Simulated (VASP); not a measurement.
# Cd (Fd-3m) in VASP: notebook

The runs below take Cd through relaxation of cell and atoms, single point, with LDA.

Program: VASP 6.6.1. These are calculated values, not measurements. Logs are shortened: lines on timing, memory, paths and dates and some standing lists are left out, and cuts for length are marked.

## Step 1: The cell of the first run

It takes space group Fd-3m (No. 227, cubic). Conventional cell: a = 6.080 Å, b = 6.080 Å, c = 6.080 Å, α = 90.00°, β = 90.00°, γ = 90.00°. Cd (site symmetry -43m) has 4 Cd at 2.63 Å within 3.5 Å.

This isn't the form of Cd at room conditions, which is hcp.

## Step 2: Relaxation of cell and atoms, LDA

File INCAR:

```
ALGO     = Normal         # electronic algorithm
EDIFF    = 1E-7           # SCF threshold, eV
EDIFFG   = -0.03          # ionic threshold
ENCUT    = 630            # plane-wave cutoff, eV
GGA_COMPAT= False        
IBRION   = 2              # ionic algorithm
ISIF     = 3              # what is computed and relaxed
ISMEAR   = 0              # smearing method
LASPH    = True           # aspherical terms in the spheres
LCHARG   = False          # write CHGCAR
LREAL    = False          # projectors in reciprocal space
LWAVE    = False          # write WAVECAR
NELM     = 120            # most SCF steps
NELMIN   = 4            
NSW      = 60             # ionic steps
PREC     = Accurate       # precision mode
SIGMA    = 0.1            # smearing width, eV
```

File KPOINTS:

```
k-points
0
Gamma
  6 6 6
```

File POSCAR:

```
Cd
1.0
    0.0000000000      3.0400000000      3.0400000000
    3.0400000000      0.0000000000      3.0400000000
    3.0400000000      3.0400000000      0.0000000000
Cd
2
Direct
    0.0000000000      0.0000000000      0.0000000000
    0.2500000000      0.2500000000      0.2500000000
```

Potentials or basis: VASP PAW LDA potentials, release 64 (Cd_sv_GW).

Launch:

```bash
$ cat potpaw_LDA.64/Cd_sv_GW/POTCAR > POTCAR
$ mpirun -np 1 vasp_std > vasp.out
```

OUTCAR:

```text
EDIFF = 1E-7
   EDIFFG = -0.03
   ENCUT = 630
   IBRION = 2
   ISIF = 3
   ISMEAR = 0
   LASPH = True
   LREAL = False
   NELM = 120
   NELMIN = 4
   NSW = 60
   PREC = Accurate

 ion  position               nearest neighbor table
   1  0.000  0.000  0.000-   2 2.63   2 2.63   2 2.63   2 2.63
   2  0.250  0.250  0.250-   1 2.63   1 2.63   1 2.63   1 2.63

  LATTYP: Found a face centered cubic cell.
 ALAT       =     6.0800000000

  Lattice vectors:

 A1 = (   0.0000000000,   3.0400000000,   3.0400000000)
 A2 = (   3.0400000000,   0.0000000000,   3.0400000000)
 A3 = (   3.0400000000,   3.0400000000,   0.0000000000)

Analysis of symmetry for initial positions (statically):
=====================================================================
 Subroutine PRICEL returns:
 Original cell was already a primitive cell.

 Routine SETGRP: Setting up the symmetry group for a
 face centered cubic supercell.

 Subroutine GETGRP returns: Found 48 space group operations
 (whereof 24 operations were pure point group operations)
 out of a pool of 48 trial point group operations.

The static configuration has the point symmetry T_d .
 The point group associated with its full space group is O_h .

Analysis of symmetry for dynamics (positions and initial velocities):
=====================================================================
 Subroutine PRICEL returns:
 Original cell was already a primitive cell.

 Routine SETGRP: Setting up the symmetry group for a
 face centered cubic supercell.

 Subroutine GETGRP returns: Found 48 space group operations
 (whereof 24 operations were pure point group operations)
 out of a pool of 48 trial point group operations.

The dynamic configuration has the point symmetry T_d .
 The point group associated with its full space group is O_h .

 Subroutine INISYM returns: Found 48 space group operations
 (whereof 24 operations are pure point group operations),
 and found     1 'primitive' translations

----------------------------------------------------------------------------------------

                                     Primitive cell

  volume of cell :      56.1889

  direct lattice vectors                    reciprocal lattice vectors
     0.000000000  3.040000000  3.040000000    -0.164473684  0.164473684  0.164473684
     3.040000000  0.000000000  3.040000000     0.164473684 -0.164473684  0.164473684
     3.040000000  3.040000000  0.000000000     0.164473684  0.164473684 -0.164473684

  length of vectors
     4.299209230  4.299209230  4.299209230     0.284876778  0.284876778  0.284876778

  position of ions in fractional coordinates (direct lattice)
     0.000000000  0.000000000  0.000000000
     0.250000000  0.250000000  0.250000000

  ion indices of the primitive-cell ions
   primitive index   ion index
                 1           1
                 2           2

----------------------------------------------------------------------------------------

 KPOINTS: k-points

Automatic generation of k-mesh.
 Grid dimensions read from file:
 generate k-points for:    6    6    6

 Generating k-lattice:

  Cartesian coordinates                     Fractional coordinates (reciprocal lattice)
    -0.027412281  0.027412281  0.027412281     0.166666667  0.000000000  0.000000000
     0.027412281 -0.027412281  0.027412281     0.000000000  0.166666667  0.000000000
     0.027412281  0.027412281 -0.027412281     0.000000000  0.000000000  0.166666667

  Length of vectors
     0.047479463  0.047479463  0.047479463

  Shift w.r.t. Gamma in fractional coordinates (k-lattice)
     0.000000000  0.000000000  0.000000000

 Subroutine IBZKPT returns following result:
 ===========================================

 Found     16 irreducible k-points:

 Following reciprocal coordinates:
            Coordinates               Weight
  0.000000  0.000000  0.000000      1.000000
  0.166667  0.000000  0.000000      8.000000
  0.333333  0.000000  0.000000      8.000000
  0.500000  0.000000  0.000000      4.000000
  0.166667  0.166667  0.000000      6.000000
  0.333333  0.166667  0.000000     24.000000
[... 8 lines left out ...]
 -0.333333  0.333333  0.166667     24.000000
 -0.333333  0.500000  0.166667     12.000000
   k-points           NKPTS =     16   k-points in BZ     NKDIM =     16   number of bands    NBANDS=     24
   number of dos      NEDOS =    301   number of ions     NIONS =      2
   total plane-waves  NPLWV =  46656
   dimension x,y,z NGX =    36 NGY =   36 NGZ =   36
   dimension x,y,z NGXF=    72 NGYF=   72 NGZF=   72
   ions per type =               2
   NGX,Y,Z   is equivalent  to a cutoff of  13.92, 13.92, 13.92 a.u.
   NGXF,Y,Z  is equivalent  to a cutoff of  27.84, 27.84, 27.84 a.u.
 SYSTEM =  unknown system
   PREC   = accura    normal or accurate (medium, high low for compatibility)
   ISTART =      0    job   : 0-new  1-cont  2-samecut
   ICHARG =      2    charge: 1-file 2-atom 10-const
   ISPIN  =      1    spin polarized calculation?
   LNONCOLLINEAR =      F non collinear calculations
   LSORBIT =      F    spin-orbit coupling
   LASPH  =      T    aspherical Exc in radial PAW
   ENCUT  =  630.0 eV  46.30 Ry    6.80 a.u.   8.80  8.80  8.80*2*pi/ulx,y,z
   NELM   =    120;   NELMIN=  4; NELMDL= -5     # of ELM steps
   EDIFF  = 0.1E-06   stopping-criterion for ELM
   LREAL  =      F    real-space projection
   EDIFFG = -.3E-01   stopping-criterion for IOM
   NSW    =     60    number of steps for IOM
   IBRION =      2    ionic relax: 0-MD 1-quasi-New 2-CG
   NFREE  =      1    steps in history (QN), initial steepest desc. (CG)
   ISIF   =      3    stress and relaxation
   ISYM   =      2    0-nonsym 1-usesym 2-fastsym
   POTIM  = 0.5000    time-step for ionic-motion
   TEBEG  =    0.0;   TEEND  =   0.0 temperature during run
   PSTRESS=    0.0 pullay stress
   NELECT =      40.0000    total number of electrons
   NUPDOWN=      -1.0000    fix difference up-down
   EMIN   =  10.00;   EMAX   =-10.00  energy-range for DOS
   EFERMI =   0.00;   METHOD = LEGACY
   ISMEAR =     0;   SIGMA  =   0.10  broadening in eV -4-tet -1-fermi 0-gaus
   EFERMI_NEDOS =   21; number of points for ismear=-14 and -15
   IALGO  =     38    algorithm
   IMIX   =      4    mixing-type and parameters
     AMIX     =   0.40;   BMIX     =  1.00
     AMIX_MAG =   1.60;   BMIX_MAG =  1.00
  volume/ion in A,a.u.               =      28.09       189.59
  Fermi-wavevector in a.u.,A,eV,Ry     =   1.461766  2.762338 29.072390  2.136760
  Thomas-Fermi vector in A             =   2.578059
   LORBIT       =      0    0 simple, 1 ext, 2 COOP (PROOUT), +10 PAW based schemes
   GGA     = CA    functional components
   LHFCALC =     F    Hartree Fock is set to
   AEXX    =    0.0000 exact exchange contribution
   IVDW    =     0    specifies the selected vdW correction
   LEPSILON=     F    determine dielectric tensor
   LRPA    =     F    only Hartree local field effects (RPA)
 conjugate gradient relaxation of ions
 non-spin polarized calculation
 Gauss-broadening in eV      SIGMA  =   0.10
  energy-cutoff  :      630.00
  volume of cell :       56.19
 maximum number of plane-waves:      2044
   NGX = 17   NGY = 17   NGZ = 17

--------------------------------------- Ionic step        1  -------------------------------------------

 number of electron      40.0000019 magnetization

 Free energy of the ion-electron system (eV)
  ---------------------------------------------------
  ext. energy  EPLUGINS =         0.00000000
  ---------------------------------------------------
  free energy    TOTEN  =        -1.90916810 eV

  energy without entropy =       -1.89557287  energy(sigma->0) =       -1.90237049

------------------------ aborting loop because EDIFF is reached ----------------------------------------

  FORCE on cell =-STRESS in cart. coord.  units (eV):
  Direction    XX          YY          ZZ          XY          YZ          ZX
  --------------------------------------------------------------------------------------
  -------------------------------------------------------------------------------------
  Total        1.6589269      1.6589269      1.6589269      0.0000000     -0.0000000      0.0000000
  in kB       47.3028245     47.3028245     47.3028245      0.0000000     -0.0000000      0.0000000
  external PRESSURE =      47.3028245 kB  Pullay stress =       0.0000000 kB

 VOLUME and BASIS-vectors are now :
 -----------------------------------------------------------------------------
  energy-cutoff  :      630.00
  volume of cell :       56.19
      direct lattice vectors                 reciprocal lattice vectors
     0.000000000  3.040000000  3.040000000    -0.164473684  0.164473684  0.164473684
     3.040000000  0.000000000  3.040000000     0.164473684 -0.164473684  0.164473684
     3.040000000  3.040000000  0.000000000     0.164473684  0.164473684 -0.164473684

 POSITION                                       TOTAL-FORCE (eV/Angst)
 -----------------------------------------------------------------------------------
      0.00000      0.00000      0.00000         0.000000      0.000000      0.000000
      1.52000      1.52000      1.52000        -0.000000     -0.000000     -0.000000
 -----------------------------------------------------------------------------------
    total drift:                                0.000000      0.000000      0.000000

  FREE ENERGIE OF THE ION-ELECTRON SYSTEM (eV)
  ---------------------------------------------------
  free  energy   TOTEN  =        -1.9091680973 eV
[... 17 lines left out ...]
 VOLUME and BASIS-vectors are now :
 -----------------------------------------------------------------------------
  energy-cutoff  :      630.00
  volume of cell :       63.21
      direct lattice vectors                 reciprocal lattice vectors
     0.000000000  3.161647172  3.161647172    -0.158145414  0.158145414  0.158145414
     3.161647172 -0.000000000  3.161647172     0.158145414 -0.158145414  0.158145414
     3.161647172  3.161647172  0.000000000     0.158145414  0.158145414 -0.158145414

 POSITION                                       TOTAL-FORCE (eV/Angst)
 -----------------------------------------------------------------------------------
      0.00000      0.00000      0.00000         0.000000      0.000000      0.000000
      1.58082      1.58082      1.58082        -0.000000     -0.000000     -0.000000
 -----------------------------------------------------------------------------------
    total drift:                                0.000000      0.000000      0.000000

  FREE ENERGIE OF THE ION-ELECTRON SYSTEM (eV)
  ---------------------------------------------------
  free  energy   TOTEN  =        -1.9957198149 eV

  energy  without entropy=       -1.9850377123  energy(sigma->0) =       -1.99037876

--------------------------------------- Ionic step        3  -------------------------------------------

 number of electron      39.9999987 magnetization

 Free energy of the ion-electron system (eV)
  ---------------------------------------------------
  ext. energy  EPLUGINS =         0.00000000
  ---------------------------------------------------
  free energy    TOTEN  =        -1.99613889 eV

  energy without entropy =       -1.98484879  energy(sigma->0) =       -1.99049384

 E-fermi :   2.9126     XC(G=0):  -9.4576

 val. band max:        2.9074734122   @ k =   0.3333   0.1667   0.0000
 cond. band min:       3.0026944419   @ k =  -0.3333   0.5000   0.1667
 fundamental gap:      0.0952210298
 Fermi energy:         2.9125817517

 k-point     1 :       0.0000    0.0000    0.0000
  band No.  band energies     occupation
      1     -99.4477      2.00000
      2     -99.4315      2.00000
      3     -60.8417      2.00000
      4     -60.8417      2.00000
      5     -60.8417      2.00000
      6     -60.7823      2.00000
[... 16 lines left out ...]
     23       8.9905      0.00000
     24       8.9905      0.00000

 k-point     2 :       0.1667    0.0000    0.0000
  band No.  band energies     occupation
      1     -99.4469      2.00000
      2     -99.4323      2.00000
      3     -60.8431      2.00000
      4     -60.8431      2.00000
      5     -60.8406      2.00000
      6     -60.7838      2.00000
[... 407 lines left out ...]
 VOLUME and BASIS-vectors are now :
 -----------------------------------------------------------------------------
  energy-cutoff  :      630.00
  volume of cell :       62.67
      direct lattice vectors                 reciprocal lattice vectors
     0.000000000  3.152704760  3.152704760    -0.158593981  0.158593981  0.158593981
     3.152704760 -0.000000000  3.152704760     0.158593981 -0.158593981  0.158593981
     3.152704760  3.152704760  0.000000000     0.158593981  0.158593981 -0.158593981

 POSITION                                       TOTAL-FORCE (eV/Angst)
 -----------------------------------------------------------------------------------
      0.00000      0.00000      0.00000        -0.000000      0.000000      0.000000
      1.57635      1.57635      1.57635         0.000000     -0.000000     -0.000000
 -----------------------------------------------------------------------------------
    total drift:                                0.000000      0.000000      0.000000

  FREE ENERGIE OF THE ION-ELECTRON SYSTEM (eV)
  ---------------------------------------------------
  free  energy   TOTEN  =        -1.9961388905 eV

  energy  without entropy=       -1.9848487857  energy(sigma->0) =       -1.99049384

 reached required accuracy - stopping structural energy minimisation
```

It took 1.8 min on 1 thread of Intel Xeon Platinum 8375C at 2.90GHz (Ice Lake), shared host; peak memory 0.19 GiB.

What came out:

| Property | Result |
| --- | --- |
| Free energy | -1.9961 eV |
| Relaxed volume | 31.34 Å³/atom |
| Relaxed cell | a = 4.459 Å, b = 4.459 Å, c = 4.459 Å, α = 60.00°, β = 60.00°, γ = 60.00° |
| Space group after relaxing (to 0.1 Å) | Fd-3m (No. 227) |
| Energy gained by relaxing | 43.5 meV/atom |
| Ionic steps | 3 |
| Pressure after relaxing | 0.0 GPa |
| Band gap on the k mesh | zero (bands 20 and 21 overlap by 5.64 eV) |

The path:
| step | energy change (eV) | largest force (eV/Å) | pressure (GPa) | volume (Å³) |
| --- | --- | --- | --- | --- |
| 1 | 0.0000 | 0.0000 | 4.73 | 56.19 |
| 2 | -0.0866 | 0.0000 | -0.27 | 63.21 |
| 3 | -0.0870 | 0.0000 | 0.02 | 62.67 |

Final structure:
```
CELL_PARAMETERS angstrom
0.00000 3.15270 3.15270
3.15270 0.00000 3.15270
3.15270 3.15270 0.00000
ATOMIC_POSITIONS crystal
Cd 0.00000 0.00000 0.00000
Cd 0.25000 0.25000 0.25000
```

[end of part 1 of 2]

The gap in the log of VASP goes by the Fermi energy; the results here count the filled bands.